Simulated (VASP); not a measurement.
# RuS2 (Pa-3) in VASP: settings compared

RuS2 is run at these levels: PBEsol, r2SCAN, PBE; tasks: single point, relaxation of cell and atoms.

All numbers are computed with VASP 6.6.1; they aren't measurements. Logs are shortened: lines on timing, memory, paths and dates and some standing lists are left out, and cuts for length are marked.

## (1) The cell of the first run

It takes space group Pa-3 (No. 205, cubic). Conventional cell: a = 5.580 Å, b = 5.580 Å, c = 5.580 Å, α = 90.00°, β = 90.00°, γ = 90.00°. Within 3.1 Å of Ru (site symmetry -3) lie 6 S at 2.33 Å. S (site symmetry 3) has 1 S at 2.20 Å and 3 Ru at 2.33 Å within 2.9 Å.

## (2) Single point, PBEsol

INCAR reads:

```
PREC = Accurate ; ENCUT = 520
EDIFF = 1E-6 ; ISMEAR = -1
SIGMA = 0.05 ; LREAL = F
LASPH = T ; NELM = 80
ALGO = Normal ; ISIF = 2
LWAVE = F ; LCHARG = T
GGA = PS ; LELF = T
LVHAR = T ; NBANDS = 64
```

KPOINTS reads:

```
regular mesh
0
Gamma
  5 5 5
```

POSCAR reads:

```
RuS2
1.0
    5.5801178573      0.0000000000      0.0000000000
    0.0000000000      5.5801178573      0.0000000000
    0.0000000000      0.0000000000      5.5801178573
Ru S
4 8
Direct
    0.0000000000      0.5000000000      0.5000000000
    0.5000000000      0.5000000000      0.0000000000
    0.5000000000      0.0000000000      0.5000000000
    0.0000000000      0.0000000000      0.0000000000
    0.3862322362      0.1137677638      0.8862322362
    0.1137677638      0.8862322362      0.3862322362
    0.8862322362      0.3862322362      0.1137677638
    0.6137677638      0.6137677638      0.6137677638
    0.6137677638      0.8862322362      0.1137677638
    0.8862322362      0.1137677638      0.6137677638
    0.1137677638      0.6137677638      0.8862322362
    0.3862322362      0.3862322362      0.3862322362
```

Potentials or basis: VASP PAW PBE potentials, release 64 (Ru_pv, S).

On the command line:

```sh
$ cat potpaw_PBE.64/Ru_pv/POTCAR potpaw_PBE.64/S/POTCAR > POTCAR
$ mpirun -np 1 vasp_std > vasp.out
```

OUTCAR:

```text
PREC = Accurate
   ENCUT = 520
   EDIFF = 1E-6
   ISMEAR = -1
   LREAL = F
   LASPH = T
   NELM = 80
   ISIF = 2
   GGA = PS

 ion  position               nearest neighbor table
   1  0.000  0.500  0.500-   6 2.33   7 2.33   8 2.33  10 2.33  11 2.33  12 2.33
   2  0.500  0.500  0.000-   5 2.33   7 2.33   8 2.33   9 2.33  11 2.33  12 2.33
   3  0.500  0.000  0.500-   5 2.33   6 2.33   8 2.33   9 2.33  10 2.33  12 2.33
   4  0.000  0.000  0.000-   5 2.33   6 2.33   7 2.33   9 2.33  10 2.33  11 2.33
   5  0.386  0.114  0.886-   9 2.20   3 2.33   4 2.33   2 2.33
   6  0.114  0.886  0.386-  10 2.20   3 2.33   4 2.33   1 2.33
   7  0.886  0.386  0.114-  11 2.20   2 2.33   4 2.33   1 2.33
   8  0.614  0.614  0.614-  12 2.20   2 2.33   3 2.33   1 2.33
   9  0.614  0.886  0.114-   5 2.20   3 2.33   4 2.33   2 2.33
  10  0.886  0.114  0.614-   6 2.20   3 2.33   4 2.33   1 2.33
  11  0.114  0.614  0.886-   7 2.20   2 2.33   4 2.33   1 2.33
  12  0.386  0.386  0.386-   8 2.20   2 2.33   3 2.33   1 2.33

  LATTYP: Found a simple cubic cell.
 ALAT       =     5.5801178573

  Lattice vectors:

 A1 = (   5.5801178573,   0.0000000000,   0.0000000000)
 A2 = (   0.0000000000,   5.5801178573,   0.0000000000)
 A3 = (   0.0000000000,   0.0000000000,   5.5801178573)

Analysis of symmetry for initial positions (statically):
=====================================================================
 Subroutine PRICEL returns:
 Original cell was already a primitive cell.

 Routine SETGRP: Setting up the symmetry group for a
 simple cubic supercell.

 Subroutine GETGRP returns: Found 24 space group operations
 (whereof  6 operations were pure point group operations)
 out of a pool of 48 trial point group operations.

The static configuration has the point symmetry S_6 .
 The point group associated with its full space group is T_h .

Analysis of symmetry for dynamics (positions and initial velocities):
=====================================================================
 Subroutine PRICEL returns:
 Original cell was already a primitive cell.

 Routine SETGRP: Setting up the symmetry group for a
 simple cubic supercell.

 Subroutine GETGRP returns: Found 24 space group operations
 (whereof  6 operations were pure point group operations)
 out of a pool of 48 trial point group operations.

The dynamic configuration has the point symmetry S_6 .
 The point group associated with its full space group is T_h .

 Subroutine INISYM returns: Found 24 space group operations
 (whereof  6 operations are pure point group operations),
 and found     1 'primitive' translations

----------------------------------------------------------------------------------------

                                     Primitive cell

  volume of cell :     173.7521

  direct lattice vectors                    reciprocal lattice vectors
     5.580117857  0.000000000  0.000000000     0.179207684  0.000000000  0.000000000
     0.000000000  5.580117857  0.000000000     0.000000000  0.179207684  0.000000000
     0.000000000  0.000000000  5.580117857     0.000000000  0.000000000  0.179207684

  length of vectors
     5.580117857  5.580117857  5.580117857     0.179207684  0.179207684  0.179207684

  position of ions in fractional coordinates (direct lattice)
     0.000000000  0.500000000  0.500000000
     0.500000000  0.500000000  0.000000000
     0.500000000  0.000000000  0.500000000
     0.000000000  0.000000000  0.000000000
     0.386232236  0.113767764  0.886232236
     0.113767764  0.886232236  0.386232236
     0.886232236  0.386232236  0.113767764
     0.613767764  0.613767764  0.613767764
     0.613767764  0.886232236  0.113767764
     0.886232236  0.113767764  0.613767764
     0.113767764  0.613767764  0.886232236
     0.386232236  0.386232236  0.386232236

  ion indices of the primitive-cell ions
   primitive index   ion index
                 1           1
                 2           2
                 3           3
                 4           4
                 5           5
                 6           6
                 7           7
                 8           8
                 9           9
                10          10
                11          11
                12          12

----------------------------------------------------------------------------------------

 KPOINTS: regular mesh

Automatic generation of k-mesh.
 Grid dimensions read from file:
 generate k-points for:    5    5    5

 Generating k-lattice:

  Cartesian coordinates                     Fractional coordinates (reciprocal lattice)
     0.035841537  0.000000000  0.000000000     0.200000000  0.000000000  0.000000000
     0.000000000  0.035841537  0.000000000     0.000000000  0.200000000  0.000000000
     0.000000000  0.000000000  0.035841537     0.000000000  0.000000000  0.200000000

  Length of vectors
     0.035841537  0.035841537  0.035841537

  Shift w.r.t. Gamma in fractional coordinates (k-lattice)
     0.000000000  0.000000000  0.000000000

 Subroutine IBZKPT returns following result:
 ===========================================

 Found     11 irreducible k-points:

 Following reciprocal coordinates:
            Coordinates               Weight
  0.000000  0.000000  0.000000      1.000000
  0.200000  0.000000  0.000000      6.000000
  0.400000  0.000000  0.000000      6.000000
  0.200000  0.200000  0.000000     12.000000
  0.400000  0.200000  0.000000     12.000000
 -0.200000  0.400000  0.000000     12.000000
  0.400000  0.400000  0.000000     12.000000
  0.200000  0.200000  0.200000      8.000000
  0.400000  0.200000  0.200000     24.000000
  0.400000  0.400000  0.200000     24.000000
  0.400000  0.400000  0.400000      8.000000
   k-points           NKPTS =     11   k-points in BZ     NKDIM =     11   number of bands    NBANDS=     64
   number of dos      NEDOS =    301   number of ions     NIONS =     12
   total plane-waves  NPLWV =  74088
   dimension x,y,z NGX =    42 NGY =   42 NGZ =   42
   dimension x,y,z NGXF=    84 NGYF=   84 NGZF=   84
   ions per type =               4   8
   NGX,Y,Z   is equivalent  to a cutoff of  12.51, 12.51, 12.51 a.u.
   NGXF,Y,Z  is equivalent  to a cutoff of  25.03, 25.03, 25.03 a.u.
 SYSTEM =  unknown system
   PREC   = accura    normal or accurate (medium, high low for compatibility)
   ISTART =      0    job   : 0-new  1-cont  2-samecut
   ICHARG =      2    charge: 1-file 2-atom 10-const
   ISPIN  =      1    spin polarized calculation?
   LNONCOLLINEAR =      F non collinear calculations
   LSORBIT =      F    spin-orbit coupling
   LASPH  =      T    aspherical Exc in radial PAW
   ENCUT  =  520.0 eV  38.22 Ry    6.18 a.u.  10.38 10.38 10.38*2*pi/ulx,y,z
   NELM   =     80;   NELMIN=  2; NELMDL= -5     # of ELM steps
   EDIFF  = 0.1E-05   stopping-criterion for ELM
   LREAL  =      F    real-space projection
   EDIFFG = 0.1E-04   stopping-criterion for IOM
   NSW    =      0    number of steps for IOM
   IBRION =     -1    ionic relax: 0-MD 1-quasi-New 2-CG
   NFREE  =      0    steps in history (QN), initial steepest desc. (CG)
   ISIF   =      2    stress and relaxation
   ISYM   =      2    0-nonsym 1-usesym 2-fastsym
   POTIM  = 0.5000    time-step for ionic-motion
   TEBEG  =    0.0;   TEEND  =   0.0 temperature during run
   PSTRESS=    0.0 pullay stress
   NELECT =     104.0000    total number of electrons
   NUPDOWN=      -1.0000    fix difference up-down
   EMIN   =  10.00;   EMAX   =-10.00  energy-range for DOS
   EFERMI =   0.00;   METHOD = LEGACY
   ISMEAR =    -1;   SIGMA  =   0.05  broadening in eV -4-tet -1-fermi 0-gaus
   EFERMI_NEDOS =   21; number of points for ismear=-14 and -15
   IALGO  =     38    algorithm
   IMIX   =      4    mixing-type and parameters
     AMIX     =   0.40;   BMIX     =  1.00
     AMIX_MAG =   1.60;   BMIX_MAG =  1.00
  volume/ion in A,a.u.               =      14.48        97.71
  Fermi-wavevector in a.u.,A,eV,Ry     =   1.379672  2.607202 25.898626  1.903495
  Thomas-Fermi vector in A             =   2.504620
   LORBIT       =      0    0 simple, 1 ext, 2 COOP (PROOUT), +10 PAW based schemes
   GGA     = PS    functional components
   LHFCALC =     F    Hartree Fock is set to
   AEXX    =    0.0000 exact exchange contribution
   IVDW    =     0    specifies the selected vdW correction
   LEPSILON=     F    determine dielectric tensor
   LRPA    =     F    only Hartree local field effects (RPA)
 non-spin polarized calculation
  energy-cutoff  :      520.00
  volume of cell :      173.75
 maximum number of plane-waves:      4701
 NGX is ok and might be reduce to    42
   NGX = 21   NGY = 21   NGZ = 21

 number of electron     103.9999983 magnetization

 Free energy of the ion-electron system (eV)
  ---------------------------------------------------
  ext. energy  EPLUGINS =         0.00000000
  ---------------------------------------------------
  free energy    TOTEN  =       -84.08179487 eV

  energy without entropy =      -84.08137864  energy(sigma->0) =      -84.08158675

 E-fermi :   9.4619     XC(G=0): -12.2068

 val. band max:        9.1403245383   @ k =   0.4000   0.0000   0.0000
 cond. band min:       9.6220919315   @ k =   0.0000   0.0000   0.0000
 fundamental gap:      0.4817673932
 Fermi energy:         9.4618652402

 k-point     1 :       0.0000    0.0000    0.0000
  band No.  band energies     occupation
      1     -32.8193      2.00000
      2     -32.8193      2.00000
      3     -32.8193      2.00000
      4     -32.8085      2.00000
      5     -32.8085      2.00000
      6     -32.8050      2.00000
[... 56 lines left out ...]
     63      14.4125      0.00000
     64      14.4125      0.00000

 k-point     2 :       0.2000    0.0000    0.0000
  band No.  band energies     occupation
      1     -32.8183      2.00000
      2     -32.8183      2.00000
      3     -32.8182      2.00000
      4     -32.8096      2.00000
      5     -32.8082      2.00000
      6     -32.8060      2.00000
[... 659 lines left out ...]
     63      12.9180      0.00000
     64      12.9180      0.00000

------------------------ aborting loop because EDIFF is reached ----------------------------------------

  FORCE on cell =-STRESS in cart. coord.  units (eV):
  Direction    XX          YY          ZZ          XY          YZ          ZX
  --------------------------------------------------------------------------------------
  -------------------------------------------------------------------------------------
  Total       -0.0272057     -0.0272057     -0.0272057     -0.0000000     -0.0000000      0.0000000
  in kB       -0.2508649     -0.2508649     -0.2508649     -0.0000000     -0.0000000      0.0000000
  external PRESSURE =      -0.2508649 kB  Pullay stress =       0.0000000 kB

 VOLUME and BASIS-vectors are now :
 -----------------------------------------------------------------------------
  energy-cutoff  :      520.00
  volume of cell :      173.75
      direct lattice vectors                 reciprocal lattice vectors
     5.580117857  0.000000000  0.000000000     0.179207684  0.000000000  0.000000000
     0.000000000  5.580117857  0.000000000     0.000000000  0.179207684  0.000000000
     0.000000000  0.000000000  5.580117857     0.000000000  0.000000000  0.179207684

 POSITION                                       TOTAL-FORCE (eV/Angst)
 -----------------------------------------------------------------------------------
      0.00000      2.79006      2.79006         0.000000     -0.000000      0.000000
      2.79006      2.79006      0.00000         0.000000     -0.000000      0.000000
      2.79006      0.00000      2.79006         0.000000     -0.000000      0.000000
      0.00000      0.00000      0.00000         0.000000     -0.000000      0.000000
      2.15522      0.63484      4.94528         0.017430     -0.017430      0.017430
      0.63484      4.94528      2.15522        -0.017430      0.017430      0.017430
      4.94528      2.15522      0.63484         0.017430      0.017430     -0.017430
      3.42490      3.42490      3.42490        -0.017430     -0.017430     -0.017430
      3.42490      4.94528      0.63484        -0.017430      0.017430     -0.017430
      4.94528      0.63484      3.42490         0.017430     -0.017430     -0.017430
      0.63484      3.42490      4.94528        -0.017430     -0.017430      0.017430
      2.15522      2.15522      2.15522         0.017430      0.017430      0.017430
 -----------------------------------------------------------------------------------
    total drift:                                0.000000     -0.000000     -0.000000

  FREE ENERGIE OF THE ION-ELECTRON SYSTEM (eV)
  ---------------------------------------------------
  free  energy   TOTEN  =       -84.0817948690 eV

  energy  without entropy=      -84.0813786399  energy(sigma->0) =      -84.08158675
```

It took 70 s on 1 thread of AMD EPYC 9R45 (Zen 5), shared host; peak memory 0.26 GiB.

What came out:

- Free energy: -84.0818 eV
- Pressure: 0.0 GPa
- Largest force: 0.030 eV/Å
- Band gap on the k mesh: 0.48 eV (least direct gap 0.74 eV)

Forces in eV/Å, atoms in the order of the input:
```
Ru   0.000  0.000  0.000
Ru   0.000  0.000  0.000
Ru   0.000  0.000  0.000
Ru   0.000  0.000  0.000
S    0.017 -0.017  0.017
S   -0.017  0.017  0.017
S    0.017  0.017 -0.017
S   -0.017 -0.017 -0.017
S   -0.017  0.017 -0.017
S    0.017 -0.017 -0.017
S   -0.017 -0.017  0.017
S    0.017  0.017  0.017
```

Levels at points of the mesh, in eV from the valence-band top:
```
           k point  band 49  band 50  band 51  band 52  band 53  band 54  band 55  band 56
(0.00, 0.00, 0.00)    -0.58    -0.58    -0.58    -0.26     0.48     2.63     2.63     2.63
```

Caveat: the PAW data sets were made with another functional, which shifts forces and pressure a little; an odd mesh through Γ misses points on the zone boundary, where band edges can lie.

## (3) Single point, r2SCAN

This run uses another cell than the first one, of 14.89 Å³/atom.

POSCAR reads:

```
RuS2
1.0
    5.6318897498      0.0000000000      0.0000000000
    0.0000000000      5.6318897498      0.0000000000
    0.0000000000      0.0000000000      5.6318897498
Ru S
4 8
Direct
    0.0000000000      0.5000000000      0.5000000000
    0.5000000000      0.5000000000      0.0000000000
    0.5000000000      0.0000000000      0.5000000000
    0.0000000000      0.0000000000      0.0000000000
    0.3879153942      0.1120846058      0.8879153942
    0.1120846058      0.8879153942      0.3879153942
    0.8879153942      0.3879153942      0.1120846058
    0.6120846058      0.6120846058      0.6120846058
    0.6120846058      0.8879153942      0.1120846058
    0.8879153942      0.1120846058      0.6120846058
    0.1120846058      0.6120846058      0.8879153942
    0.3879153942      0.3879153942      0.3879153942
```

INCAR.step1 reads:

```
SYSTEM = RuS2
ALGO = Normal ; EDIFF = 1E-4
ENCUT = 520 ; GGA = PE
ISMEAR = -1 ; LASPH = .TRUE.
LCHARG = .FALSE. ; LREAL = .FALSE.
LWAVE = .TRUE. ; NBANDS = 64
NELM = 80 ; PREC = Accurate
SIGMA = 0.05
```

INCAR.step2 reads:

```
SYSTEM = RuS2
ALGO = Normal ; EDIFF = 1E-6
ENCUT = 520 ; ISIF = 2
ISMEAR = -1 ; ISTART = 1
LASPH = .TRUE. ; LCHARG = .FALSE.
LMIXTAU = .TRUE. ; LREAL = .FALSE.
LWAVE = .FALSE. ; METAGGA = R2SCAN
NBANDS = 64 ; NELM = 80
PREC = Accurate ; SIGMA = 0.05
```

KPOINTS reads:

```
k-points
0
G
  5 5 5
  0 0 0
```

Potentials or basis: VASP PAW PBE potentials, release 64 (Ru_pv, S).

On the command line:

```sh
$ cat potpaw_PBE.64/Ru_pv/POTCAR potpaw_PBE.64/S/POTCAR > POTCAR
$ cp INCAR.step1 INCAR
$ mpirun -np 1 vasp_std > vasp.out
$ cp INCAR.step2 INCAR
$ mpirun -np 1 vasp_std > vasp.out
```

OUTCAR:

```text
SYSTEM = RuS2
   EDIFF = 1E-6
   ENCUT = 520
   ISIF = 2
   ISMEAR = -1
   ISTART = 1
   LASPH = .TRUE.
   LREAL = .FALSE.
   METAGGA = R2SCAN
   NELM = 80
   PREC = Accurate

 ion  position               nearest neighbor table
   1  0.000  0.500  0.500-   6 2.36   7 2.36   8 2.36  10 2.36  11 2.36  12 2.36
   2  0.500  0.500  0.000-   5 2.36   7 2.36   8 2.36   9 2.36  11 2.36  12 2.36
   3  0.500  0.000  0.500-   5 2.36   6 2.36   8 2.36   9 2.36  10 2.36  12 2.36
   4  0.000  0.000  0.000-   5 2.36   6 2.36   7 2.36   9 2.36  10 2.36  11 2.36
   5  0.388  0.112  0.888-   9 2.19   3 2.36   4 2.36   2 2.36
   6  0.112  0.888  0.388-  10 2.19   3 2.36   4 2.36   1 2.36
[... 954 lines left out ...]
  energy-cutoff  :      520.00
  volume of cell :      178.63
      direct lattice vectors                 reciprocal lattice vectors
     5.631889750  0.000000000  0.000000000     0.177560294  0.000000000  0.000000000
     0.000000000  5.631889750  0.000000000     0.000000000  0.177560294  0.000000000
     0.000000000  0.000000000  5.631889750     0.000000000  0.000000000  0.177560294

 POSITION                                       TOTAL-FORCE (eV/Angst)
 -----------------------------------------------------------------------------------
      0.00000      2.81594      2.81594        -0.000000     -0.000000      0.000000
      2.81594      2.81594      0.00000        -0.000000     -0.000000      0.000000
      2.81594      0.00000      2.81594        -0.000000     -0.000000      0.000000
      0.00000      0.00000      0.00000        -0.000000     -0.000000      0.000000
      2.18470      0.63125      5.00064         0.024582     -0.024582      0.024582
      0.63125      5.00064      2.18470        -0.024582      0.024582      0.024582
      5.00064      2.18470      0.63125         0.024582      0.024582     -0.024582
      3.44719      3.44719      3.44719        -0.024582     -0.024582     -0.024582
      3.44719      5.00064      0.63125        -0.024582      0.024582     -0.024582
      5.00064      0.63125      3.44719         0.024582     -0.024582     -0.024582
      0.63125      3.44719      5.00064        -0.024582     -0.024582      0.024582
      2.18470      2.18470      2.18470         0.024582      0.024582      0.024582
 -----------------------------------------------------------------------------------
    total drift:                                0.000000      0.000000     -0.000000

  FREE ENERGIE OF THE ION-ELECTRON SYSTEM (eV)
  ---------------------------------------------------
  free  energy   TOTEN  =      -174.2075672760 eV

  energy  without entropy=     -174.2075543570  energy(sigma->0) =     -174.20756082
```

OSZICAR.step1:

```text
N       E                     dE             d eps       ncg     rms          rms(c)
DAV:   1     0.100634016754E+04    0.10063E+04   -0.56661E+04  1512   0.160E+03
DAV:   2    -0.698118905824E+01   -0.10133E+04   -0.98101E+03  1568   0.425E+02
DAV:   3    -0.765210880720E+02   -0.69540E+02   -0.67886E+02  1752   0.102E+02
DAV:   4    -0.783941717660E+02   -0.18731E+01   -0.18592E+01  1624   0.166E+01
DAV:   5    -0.784328461115E+02   -0.38674E-01   -0.38662E-01  1704   0.245E+00    0.370E+01
DAV:   6    -0.773209271322E+02    0.11119E+01   -0.11400E+01  1504   0.183E+01    0.163E+01
DAV:   7    -0.769057100504E+02    0.41522E+00   -0.52534E+00  1504   0.134E+01    0.131E+01
DAV:   8    -0.765923217164E+02    0.31339E+00   -0.10617E+00  1464   0.602E+00    0.752E-01
DAV:   9    -0.765894494009E+02    0.28723E-02   -0.71565E-02  1592   0.106E+00    0.392E-01
DAV:  10    -0.765893271268E+02    0.12227E-03   -0.65207E-03  1544   0.394E-01    0.194E-01
DAV:  11    -0.765894234180E+02   -0.96291E-04   -0.99410E-04  1464   0.148E-01
   1 F= -.76589423E+02 E0= -.76589389E+02  d E =-.689098E-04
```

It took 3.7 min on 1 thread of AMD EPYC 9R45 (Zen 5), shared host; peak memory 0.3 GiB.

What came out:

```yaml
Free_energy: -174.2076 eV
Pressure: -0.1 GPa
Largest_force: 0.043 eV/Å
Band_gap_on_the_k_mesh: 0.89 eV (least direct gap 1.14 eV)
```

Forces on the atoms (eV/Å):
```
Ru   0.000  0.000  0.000
Ru   0.000  0.000  0.000
Ru   0.000  0.000  0.000
Ru   0.000  0.000  0.000
S    0.025 -0.025  0.025
S   -0.025  0.025  0.025
S    0.025  0.025 -0.025
S   -0.025 -0.025 -0.025
S   -0.025  0.025 -0.025
S    0.025 -0.025 -0.025
S   -0.025 -0.025  0.025
S    0.025  0.025  0.025
```

Caveat: the PAW data sets were made with another functional, which shifts forces and pressure a little; an odd mesh through Γ misses points on the zone boundary, where band edges can lie.

[end of part 1 of 2]
